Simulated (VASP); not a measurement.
## Ag: electric field gradients with PBEsol

The system is Ag.

```
CELL_PARAMETERS angstrom
2.92230 0.00000 0.00000
-1.46115 2.53079 0.00000
0.00000 0.00000 4.70166
ATOMIC_POSITIONS crystal
Ag 0.25333 0.62667 0.19000
Ag 0.74667 0.37333 0.81000
```

This cell differs from its parent crystal: shortest bond scaled by 0.76.

```
Program                : VASP 6.6.1
Task                   : electric field gradients
Functional             : PBEsol
Potentials or basis    : VASP PAW PBE potentials, release 64 (Ag)
Cutoff                 : 520 eV
k mesh                 : 12 × 12 × 7
Occupations            : fermi-dirac, width 0.05 eV
Spin                   : no spin polarisation
Dipole correction      : no
Further INCAR settings : ALGO = Normal; EDIFF = 1e-08; NBANDS = 18
```

```json
{
 "Pressure": "24.2 GPa",
 "Largest force": "7.565 eV/Å",
 "Band gap on the k mesh": "zero (bands 11 and 12 overlap by 6.19 eV)",
 "Largest electric field gradient by atom": "Ag -40.6 V/Å²"
}
```

Forces on the atoms (eV/Å):
```
Ag   2.637  1.522  6.925
Ag  -2.637 -1.522 -6.925
```

Stress tensor (GPa, compression positive):
```
19.43  9.54 21.31
 9.54  8.42 12.30
21.31 12.30 44.66
```

Levels at points of the mesh, in eV from the Fermi level:
| k point | band 7 | band 8 | band 9 | band 10 | band 11 | band 12 | band 13 | band 14 | band 15 | band 16 |
| --- | --- | --- | --- | --- | --- | --- | --- | --- | --- | --- |
| (0.00, 0.00, 0.00) | -4.47 | -4.01 | -3.38 | -3.34 | -2.44 | 0.28 | 2.76 | 14.81 | 16.66 | 18.28 |
| (0.50, 0.00, 0.00) | -4.02 | -3.70 | -2.95 | -2.83 | 0.44 | 0.68 | 6.46 | 6.59 | 10.19 | 10.66 |
| (0.00, 0.50, 0.00) | -3.85 | -3.37 | -3.17 | -2.50 | -0.50 | 1.67 | 5.47 | 8.32 | 8.38 | 10.85 |

Electric field gradients, principal values (V/Å²):
| atom | least | middle | greatest (by size) |
| --- | --- | --- | --- |
| 1 Ag | 19.809 | 20.749 | -40.558 |
| 2 Ag | 19.809 | 20.749 | -40.558 |

It took 2.1 min on 1 thread of Intel Xeon 8259CL (shared host), peak memory 0.27 GiB.

Caveat: the cell differs from its parent crystal (shortest bond scaled by 0.76); the stress differs along the axes, from 8 to 45 GPa; without QUAD_EFG the Cq values of the log hold for a quadrupole moment of 1 mb, not for the nuclei; the PAW data sets were made with another functional, which shifts forces and pressure a little.
